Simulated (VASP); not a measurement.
# TiB2 (P6/mmm) in VASP: settings compared

Aim: see how the results for TiB2 move with the level of theory and the settings. Levels: LDA, PBEsol, RPBE, PBE. Tasks: relaxation of cell and atoms, single point.

All numbers are computed with VASP 6.6.1; they aren't measurements. Logs are shortened: lines on timing, memory, paths and dates and some standing lists are left out, and cuts for length are marked.

### 1 The cell of the first run

Symmetry: P6/mmm, No. 191, hexagonal system. Conventional cell: a = 3.029 Å, b = 3.029 Å, c = 3.228 Å, α = 90.00°, β = 90.00°, γ = 120.00°. Within 3.1 Å of Ti (site symmetry 6/mmm) lie 12 B at 2.38 Å and 6 Ti at 3.03 Å. B (site symmetry -6m2) has 3 B at 1.75 Å within 2.3 Å.

### 2 Relaxation of cell and atoms, LDA

Input file INCAR:

```
  PREC = Accurate
  ENCUT = 600
  EDIFF = 1E-6
  ISMEAR = -1
  SIGMA = 0.05
  LREAL = False
  LASPH = True
  NELM = 80
  ALGO = Normal
  ISIF = 3
  LWAVE = False
  LCHARG = False
  GGA = CA
  IBRION = 2
  NSW = 60
  EDIFFG = -0.01
```

Input file KPOINTS:

```
Automatic mesh
0
Gamma
  10 10 8
```

Input file POSCAR:

```
TiB2
1.0
    3.0292000000      0.0000000000      0.0000000000
   -1.5146000000      2.6233641531      0.0000000000
    0.0000000000      0.0000000000      3.2284000000
Ti B
1 2
Direct
    0.0000000000      0.0000000000      0.0000000000
    0.6666666667      0.3333333333      0.5000000000
    0.3333333333      0.6666666667      0.5000000000
```

Potentials or basis: VASP PAW LDA potentials, release 64 (Ti_sv, B).

Run with:

```sh
cat potpaw_LDA.64/Ti_sv/POTCAR potpaw_LDA.64/B/POTCAR > POTCAR
mpirun -np 1 vasp_std > vasp.out
```

OUTCAR:

```text
PREC = Accurate
   ENCUT = 600
   EDIFF = 1E-6
   ISMEAR = -1
   LREAL = False
   LASPH = True
   NELM = 80
   ISIF = 3
   GGA = CA
   IBRION = 2
   NSW = 60
   EDIFFG = -0.01

 ion  position               nearest neighbor table
   1  0.000  0.000  0.000-   2 2.38   3 2.38   2 2.38   3 2.38   3 2.38   3 2.38   2 2.38   2 2.38
                             2 2.38   2 2.38   3 2.38   3 2.38
   2  0.667  0.333  0.500-   3 1.75   3 1.75   3 1.75   1 2.38   1 2.38   1 2.38   1 2.38   1 2.38
                             1 2.38
   3  0.333  0.667  0.500-   2 1.75   2 1.75   2 1.75   1 2.38   1 2.38   1 2.38   1 2.38   1 2.38
                             1 2.38

  LATTYP: Found a hexagonal cell.
 ALAT       =     3.0292000000
 C/A-ratio  =     1.0657599366

  Lattice vectors:

 A1 = (   3.0292000000,   0.0000000000,   0.0000000000)
 A2 = (  -1.5146000000,   2.6233641531,   0.0000000000)
 A3 = (   0.0000000000,   0.0000000000,   3.2284000000)

Analysis of symmetry for initial positions (statically):
=====================================================================
 Subroutine PRICEL returns:
 Original cell was already a primitive cell.

 Routine SETGRP: Setting up the symmetry group for a
 hexagonal supercell.

 Subroutine GETGRP returns: Found 24 space group operations
 (whereof 24 operations were pure point group operations)
 out of a pool of 24 trial point group operations.

The static configuration has the point symmetry D_6h.

Analysis of symmetry for dynamics (positions and initial velocities):
=====================================================================
 Subroutine PRICEL returns:
 Original cell was already a primitive cell.

 Routine SETGRP: Setting up the symmetry group for a
 hexagonal supercell.

 Subroutine GETGRP returns: Found 24 space group operations
 (whereof 24 operations were pure point group operations)
 out of a pool of 24 trial point group operations.

The dynamic configuration has the point symmetry D_6h.

 Subroutine INISYM returns: Found 24 space group operations
 (whereof 24 operations are pure point group operations),
 and found     1 'primitive' translations

----------------------------------------------------------------------------------------

                                     Primitive cell

  volume of cell :      25.6551

  direct lattice vectors                    reciprocal lattice vectors
     3.029200000  0.000000000  0.000000000     0.330120164  0.190594965  0.000000000
    -1.514600000  2.623364153  0.000000000     0.000000000  0.381189931  0.000000000
     0.000000000  0.000000000  3.228400000     0.000000000  0.000000000  0.309750960

  length of vectors
     3.029200000  3.029200000  3.228400000     0.381189931  0.381189931  0.309750960

  position of ions in fractional coordinates (direct lattice)
     0.000000000  0.000000000  0.000000000
     0.666666667  0.333333333  0.500000000
     0.333333333  0.666666667  0.500000000

  ion indices of the primitive-cell ions
   primitive index   ion index
                 1           1
                 2           2
                 3           3

----------------------------------------------------------------------------------------

 KPOINTS: Automatic mesh

Automatic generation of k-mesh.
 Grid dimensions read from file:
 generate k-points for:   10   10    8

 Generating k-lattice:

  Cartesian coordinates                     Fractional coordinates (reciprocal lattice)
     0.033012016  0.019059497  0.000000000     0.100000000  0.000000000  0.000000000
     0.000000000  0.038118993  0.000000000     0.000000000  0.100000000  0.000000000
     0.000000000  0.000000000  0.038718870     0.000000000  0.000000000  0.125000000

  Length of vectors
     0.038118993  0.038118993  0.038718870

  Shift w.r.t. Gamma in fractional coordinates (k-lattice)
     0.000000000  0.000000000  0.000000000

 Subroutine IBZKPT returns following result:
 ===========================================

 Found     70 irreducible k-points:

 Following reciprocal coordinates:
[... 43 lines left out ...]
  free energy    TOTEN  =       -26.88034464 eV

  energy without entropy =      -26.87401396  energy(sigma->0) =      -26.87717930

 E-fermi :   9.8536     XC(G=0): -12.9521

 val. band max:        9.8266584126   @ k =   0.2000   0.2000   0.1250
 cond. band min:       9.8563392131   @ k =   0.3000   0.2000   0.0000
 fundamental gap:      0.0296808006
 Fermi energy:         9.8536079349

 k-point     1 :       0.0000    0.0000    0.0000
  band No.  band energies     occupation
      1     -46.3228      2.00000
      2     -23.0607      2.00000
      3     -22.7442      2.00000
      4     -22.7442      2.00000
      5      -3.3723      2.00000
      6       7.3324      2.00000
      7       7.3324      2.00000
      8       7.6643      2.00000
      9       7.8055      2.00000
     10      11.7940      0.00000
     11      11.7940      0.00000
     12      13.5539      0.00000
     13      13.5539      0.00000

 k-point     2 :       0.1000   -0.0000    0.0000
  band No.  band energies     occupation
      1     -46.3173      2.00000
      2     -23.0539      2.00000
      3     -22.7852      2.00000
      4     -22.7535      2.00000
      5      -3.1814      2.00000
      6       6.8076      2.00000
      7       7.3012      2.00000
      8       7.5079      2.00000
      9       7.9021      2.00000
     10      11.7380      0.00000
     11      12.1244      0.00000
[... 487 lines left out ...]
 POSITION                                       TOTAL-FORCE (eV/Angst)
 -----------------------------------------------------------------------------------
     -0.00000     -0.00000      3.18015        -0.000000     -0.000000      0.000000
      1.49407      0.86260      1.59008         0.000000      0.000000     -0.000000
     -0.00000      1.72520      1.59008        -0.000000      0.000000      0.000000
 -----------------------------------------------------------------------------------
    total drift:                               -0.000000      0.000000      0.000000

  FREE ENERGIE OF THE ION-ELECTRON SYSTEM (eV)
  ---------------------------------------------------
  free  energy   TOTEN  =       -26.9167415690 eV

  energy  without entropy=      -26.9104550466  energy(sigma->0) =      -26.91359831

--------------------------------------- Ionic step        5  -------------------------------------------

 number of electron      18.0000004 magnetization

 Free energy of the ion-electron system (eV)
  ---------------------------------------------------
  ext. energy  EPLUGINS =         0.00000000
  ---------------------------------------------------
  free energy    TOTEN  =       -26.91770316 eV

  energy without entropy =      -26.91105434  energy(sigma->0) =      -26.91437875

 E-fermi :  10.3312     XC(G=0): -13.1616

 val. band max:       10.3289173915   @ k =   0.3000   0.2000   0.0000
 cond. band min:      10.3535292192   @ k =   0.4000   0.2000   0.0000
 fundamental gap:      0.0246118277
 Fermi energy:        10.3311519109

 k-point     1 :       0.0000    0.0000    0.0000
  band No.  band energies     occupation
      1     -45.7232      2.00000
      2     -22.4643      2.00000
      3     -22.1307      2.00000
      4     -22.1307      2.00000
      5      -3.1052      2.00000
      6       7.6721      2.00000
      7       7.6721      2.00000
      8       8.2066      2.00000
      9       8.2299      2.00000
     10      12.4142      0.00000
     11      12.4142      0.00000
     12      14.2966      0.00000
     13      14.2966      0.00000

 k-point     2 :       0.1000   -0.0000    0.0000
  band No.  band energies     occupation
      1     -45.7167      2.00000
      2     -22.4564      2.00000
      3     -22.1779      2.00000
      4     -22.1413      2.00000
      5      -2.9084      2.00000
      6       7.1487      2.00000
      7       7.6486      2.00000
      8       8.0497      2.00000
      9       8.3030      2.00000
     10      12.3550      0.00000
     11      12.7712      0.00000
[... 376 lines left out ...]
 POSITION                                       TOTAL-FORCE (eV/Angst)
 -----------------------------------------------------------------------------------
      1.49694      2.59277      0.00000        -0.000000      0.000000      0.000000
      1.49694      0.86426      1.58287         0.000000     -0.000000      0.000000
     -0.00000      1.72851      1.58287        -0.000000     -0.000000     -0.000000
 -----------------------------------------------------------------------------------
    total drift:                                0.000000     -0.000000     -0.000000

  FREE ENERGIE OF THE ION-ELECTRON SYSTEM (eV)
  ---------------------------------------------------
  free  energy   TOTEN  =       -26.9177031616 eV

  energy  without entropy=      -26.9110543400  energy(sigma->0) =      -26.91437875

 reached required accuracy - stopping structural energy minimisation
```

It took 29 s on 1 thread of Intel Xeon 6975P-C (Granite Rapids), shared host; peak memory 0.16 GiB.

What came out:

- Free energy: -26.9177 eV
- Relaxed volume: 8.19 Å³/atom
- Relaxed cell: a = 2.994 Å, b = 2.994 Å, c = 3.166 Å, α = 90.00°, β = 90.00°, γ = 120.00°
- Space group after relaxing (to 0.05 Å): P6/mmm (No. 191)
- Energy gained by relaxing: 12.5 meV/atom
- Ionic steps: 5
- Pressure after relaxing: 0.1 GPa
- Band gap on the k mesh: zero (band 9 reaches 10.87 eV, above the bottom of band 10 at 10.17 eV)

Stress tensor (GPa, compression positive):
```
0.18 0.00 0.00
0.00 0.18 0.00
0.00 0.00 0.08
```

Step by step:
```tsv
step	energy change (eV)	largest force (eV/Å)	pressure (GPa)	volume (Å³)
1	0.0000	0.0000	-10.69	25.66
2	0.0020	0.0000	12.68	23.59
3	-0.0364	0.0000	0.03	24.61
4	-0.0364	0.0000	0.18	24.59
5	-0.0374	0.0000	0.15	24.57
```

Final structure:
```yaml
crystal:
  lattice:
    - [2.99387, 0.00000, 0.00000]
    - [-1.49694, 2.59277, 0.00000]
    - [0.00000, 0.00000, 3.16574]
  atoms:
    - { symbol: Ti, position: [0.00000, 0.00000, 0.00000] }
    - { symbol: B, position: [0.66667, 0.33333, 0.50000] }
    - { symbol: B, position: [0.33333, 0.66667, 0.50000] }
```

Levels at points of the mesh, in eV from the Fermi level:
| k point | band 5 | band 6 | band 7 | band 8 | band 9 | band 10 | band 11 | band 12 | band 13 |
| --- | --- | --- | --- | --- | --- | --- | --- | --- | --- |
| (0.00, 0.00, 0.00) | -13.44 | -2.66 | -2.66 | -2.12 | -2.10 | 2.08 | 2.08 | 3.97 | 3.97 |
| (0.50, 0.00, 0.00) | -9.38 | -9.03 | -3.22 | -3.20 | -2.30 | 1.50 | 2.95 | 3.47 | 3.64 |
| (0.00, 0.00, 0.50) | -11.33 | -7.61 | -0.48 | -0.48 | -0.16 | -0.16 | 0.52 | 0.52 | 1.89 |
| (0.50, 0.00, 0.50) | -9.70 | -7.40 | -4.73 | -3.87 | -2.99 | 2.75 | 3.15 | 4.94 | 4.95 |

LDA usually gives volumes a few per cent too small. Zero-point motion and thermal expansion aren't in these numbers.

### 3 Relaxation of cell and atoms, PBEsol

Input file INCAR:

```
ALGO = Normal ; EDIFF = 1E-7
EDIFFG = -0.01 ; ENCUT = 600
GGA = PS ; IBRION = 2
ISIF = 3 ; ISMEAR = -1
LASPH = T ; LCHARG = F
LREAL = F ; LWAVE = F
NELM = 80 ; NSW = 60
PREC = Accurate ; SIGMA = 0.05
```

Input file KPOINTS:

```
k-points
0
Gamma
  10 10 8
```

POSCAR is that of step 2.

Potentials or basis: VASP PAW PBE potentials, release 64 (Ti_sv, B).

Run with:

```sh
cat potpaw_PBE.64/Ti_sv/POTCAR potpaw_PBE.64/B/POTCAR > POTCAR
mpirun -np 1 vasp_std > vasp.out
```

Wall time 30 s (1 thread of Intel Xeon 6975P-C (Granite Rapids), shared host); peak memory 0.17 GiB.

It converged, with:

```
Free energy                            : -25.7888 eV
Relaxed volume                         : 8.39 Å³/atom
Relaxed cell                           : a = 3.018 Å, b = 3.018 Å, c = 3.190 Å, α = 90.00°, β = 90.00°, γ = 120.00°
Space group after relaxing (to 0.05 Å) : P6/mmm (No. 191)
Energy gained by relaxing              : 2.8 meV/atom
Ionic steps                            : 4
Pressure after relaxing                : 0.0 GPa
Band gap on the k mesh                 : zero (band 9 reaches 10.58 eV, above the bottom of band 10 at 9.88 eV)
```

Step by step:
```
step  energy change (eV)  largest force (eV/Å)  pressure (GPa)  volume (Å³)
   1              0.0000                0.0000           -4.73        25.66
   2             -0.0020                0.0000            4.82        24.73
   3             -0.0080                0.0000            0.23        25.15
   4             -0.0085                0.0000            0.00        25.16
```

Final structure:
```xyz
3
Lattice="3.0178 0.0000 0.0000 -1.5089 2.6135 0.0000 0.0000 0.0000 3.1897" Properties=species:S:1:pos:R:3 pbc="T T T"
Ti    3.0178    0.0000    0.0000
B     1.5089    0.8712    1.5949
B     0.0000    1.7423    1.5949
```

Levels at points of the mesh, in eV from the Fermi level:
```tsv
k point	band 7	band 8	band 9	band 10	band 11	band 12
(0.00, 0.00, 0.00)	-2.61	-2.14	-2.10	2.03	2.03	3.90
(0.50, 0.00, 0.00)	-3.21	-3.15	-2.27	1.47	2.88	3.39
(0.00, 0.00, 0.50)	-0.47	-0.47	-0.17	-0.17	0.51	0.51
(0.50, 0.00, 0.50)	-4.66	-3.84	-3.07	2.69	3.08	4.78
```

Caveat: the PAW data sets were made with another functional, which shifts forces and pressure a little.

### 4 Relaxation of cell and atoms, RPBE

Input file INCAR:

```
PREC = Accurate
ENCUT = 600
EDIFF = 1E-7
ISMEAR = -1
SIGMA = 0.05
LREAL = False
LASPH = True
NELM = 80
ALGO = Normal
ISIF = 3
LWAVE = False
LCHARG = False
GGA = RP
IBRION = 2
NSW = 60
EDIFFG = -0.01
```

Input file KPOINTS:

```
regular mesh
0
Gamma
  10 10 8
```

POSCAR is that of step 3.

Run with:

```sh
cat potpaw_PBE.64/Ti_sv/POTCAR potpaw_PBE.64/B/POTCAR > POTCAR
mpirun -np 1 vasp_std > vasp.out
```

Wall time 30 s (1 thread of Intel Xeon 6975P-C (Granite Rapids), shared host); peak memory 0.17 GiB.

Results (log left out):

| Property | Result |
| --- | --- |
| Free energy | -23.3269 eV |
| Relaxed volume | 8.72 Å³/atom |
| Relaxed cell | a = 3.048 Å, b = 3.048 Å, c = 3.251 Å, α = 90.00°, β = 90.00°, γ = 120.00° |
| Space group after relaxing (to 0.05 Å) | P6/mmm (No. 191) |
| Energy gained by relaxing | 2.6 meV/atom |
| Ionic steps | 4 |
| Pressure after relaxing | 0.0 GPa |
| Band gap on the k mesh | zero (band 9 reaches 10.28 eV, above the bottom of band 10 at 9.73 eV) |

Step by step:
```csv
step,energy change (eV),largest force (eV/Å),pressure (GPa),volume (Å³)
1,0.0000,0.0000,4.99,25.66
2,-0.0005,0.0000,-4.45,26.66
3,-0.0077,0.0000,0.02,26.16
4,-0.0077,0.0000,0.01,26.16
```

Final structure:
```cif
data_structure
_symmetry_space_group_name_H-M 'P 1'
_symmetry_Int_Tables_number 1
_cell_length_a 3.0485
_cell_length_b 3.0485
_cell_length_c 3.2511
_cell_angle_alpha 90.000
_cell_angle_beta 90.000
_cell_angle_gamma 120.000
_cell_volume 26.16
loop_
_atom_site_label
_atom_site_type_symbol
_atom_site_fract_x
_atom_site_fract_y
_atom_site_fract_z
_atom_site_occupancy
Ti1 Ti 0.00000 0.00000 0.00000 1
B1 B 0.66667 0.33333 0.50000 1
B2 B 0.33333 0.66667 0.50000 1
```

Levels at points of the mesh, in eV from the Fermi level:
```tsv
k point	band 5	band 6	band 7	band 8	band 9	band 10	band 11	band 12	band 13
(0.00, 0.00, 0.00)	-13.41	-2.50	-2.50	-2.29	-2.01	1.89	1.89	3.62	3.62
(0.50, 0.00, 0.00)	-9.26	-9.21	-3.19	-3.12	-2.16	1.35	2.72	3.18	3.36
(0.00, 0.00, 0.50)	-11.56	-7.50	-0.49	-0.49	-0.12	-0.12	0.48	0.48	1.65
(0.50, 0.00, 0.50)	-9.67	-7.50	-4.51	-3.71	-3.11	2.47	2.89	4.36	4.51
```

Caveat: the PAW data sets were made with another functional, which shifts forces and pressure a little.

### 5 Single point, LDA

Input file INCAR:

```
ALGO = Normal ; EDIFF = 1E-6
ENCUT = 520 ; GGA = CA
ISIF = 2 ; ISMEAR = 0
LASPH = True ; LCHARG = False
LREAL = False ; LWAVE = False
NBANDS = 16 ; NELM = 100
PREC = Accurate ; SIGMA = 0.1
```

Input file KPOINTS:

```
k-points
0
Gamma
  10 10 8
```

POSCAR is that of step 4.

Potentials or basis: VASP PAW LDA potentials, release 64 (Ti_sv, B).

Run with:

```sh
cat potpaw_LDA.64/Ti_sv/POTCAR potpaw_LDA.64/B/POTCAR > POTCAR
mpirun -np 1 vasp_std > vasp.out
```

It took 13 s on 1 thread of AMD EPYC 9R45 (Zen 5), shared host; peak memory 0.11 GiB.

The run converged. Its results:

```
Free energy            : -26.8775 eV
Pressure               : -10.7 GPa
Band gap on the k mesh : zero (band 9 reaches 10.29 eV, above the bottom of band 10 at 9.74 eV)
```

Stress tensor (GPa, compression positive):
```
-10.35   0.00   0.00
  0.00 -10.35   0.00
  0.00   0.00 -11.31
```

Levels at points of the mesh, in eV from the Fermi level:
```
           k point  band 7  band 8  band 9  band 10  band 11  band 12
(0.00, 0.00, 0.00)   -2.52   -2.19   -2.05     1.94     1.94     3.70
(0.50, 0.00, 0.00)   -3.15   -3.14   -2.19     1.39     2.79     3.27
(0.00, 0.00, 0.50)   -0.46   -0.46   -0.11    -0.11     0.48     0.48
(0.50, 0.00, 0.50)   -4.54   -3.72   -2.98     2.52     2.97     4.56
```

### 6 Single point, PBE

Input file INCAR:

```
SYSTEM = TiB2
PREC = Accurate
ENCUT = 520
EDIFF = 1E-6
ISMEAR = -1
SIGMA = 0.05
LREAL = .FALSE.
LASPH = .TRUE.
NELM = 60
ALGO = Normal
ISIF = 2
LWAVE = .FALSE.
LCHARG = .FALSE.
GGA = PE
NBANDS = 16
```

Input file KPOINTS:

```
Automatic mesh
0
G
  6 6 5
  0 0 0
```

POSCAR is that of step 5.

Potentials or basis: VASP PAW PBE potentials, release 64 (Ti_sv, B).

Run with:

```sh
cat potpaw_PBE.64/Ti_sv/POTCAR potpaw_PBE.64/B/POTCAR > POTCAR
mpirun -np 1 vasp_std > vasp.out
```

Wall time 16 s (1 thread of AMD EPYC 7R13, shared host); peak memory 0.11 GiB.

The run converged. Its results:

```yaml
Free_energy: -24.3925 eV
Pressure: 0.7 GPa
Band_gap_on_the_k_mesh: zero (filled and empty bands touch)
```

Stress tensor (GPa, compression positive):
```
 1.78  0.00  0.00
 0.00  1.78  0.00
 0.00  0.00 -1.53
```

Levels at points of the mesh, in eV from the Fermi level:
```tsv
k point	band 6	band 7	band 8	band 9	band 10	band 11	band 12	band 13
(0.00, 0.00, 0.00)	-2.48	-2.48	-2.21	-2.00	2.00	2.00	3.78	3.78
(0.50, 0.00, 0.00)	-9.12	-3.16	-3.11	-2.15	1.45	2.87	3.33	3.48
```

Caveat: the k points lie up to 0.40 Å⁻¹ apart.

### 7 Summary

| task | level | potentials or basis | cell | k mesh | cutoff (eV) | smearing | gap on the mesh (eV) | pressure (GPa) | relaxed volume (Å³/atom) |
| --- | --- | --- | --- | --- | --- | --- | --- | --- | --- |
| relaxation of cell and atoms | LDA | VASP PAW LDA potentials, release 64 (Ti_sv, B) | relaxed | 10 × 10 × 8 | 600 | fermi-dirac 0.05 eV | none | 0.1 | 8.19 |
| relaxation of cell and atoms | PBEsol | VASP PAW PBE potentials, release 64 (Ti_sv, B) | relaxed | 10 × 10 × 8 | 600 | fermi-dirac 0.05 eV | none | 0.0 | 8.39 |
| relaxation of cell and atoms | RPBE | VASP PAW PBE potentials, release 64 (Ti_sv, B) | relaxed | 10 × 10 × 8 | 600 | fermi-dirac 0.05 eV | none | 0.0 | 8.72 |
| single point | LDA | VASP PAW LDA potentials, release 64 (Ti_sv, B) | as given | 10 × 10 × 8 | 520 | gaussian 0.1 eV | none | -10.7 | - |
| single point | PBE | VASP PAW PBE potentials, release 64 (Ti_sv, B) | as given | 6 × 6 × 5 | 520 | fermi-dirac 0.05 eV | none | 0.7 | - |

Alike in all rows: no spin polarisation.

Caveats: some runs use coarse meshes; the PAW data sets were made with another functional, which shifts forces and pressure a little (some runs).

Total energies depend on the potentials used, so only differences within one code and one set of settings carry meaning.
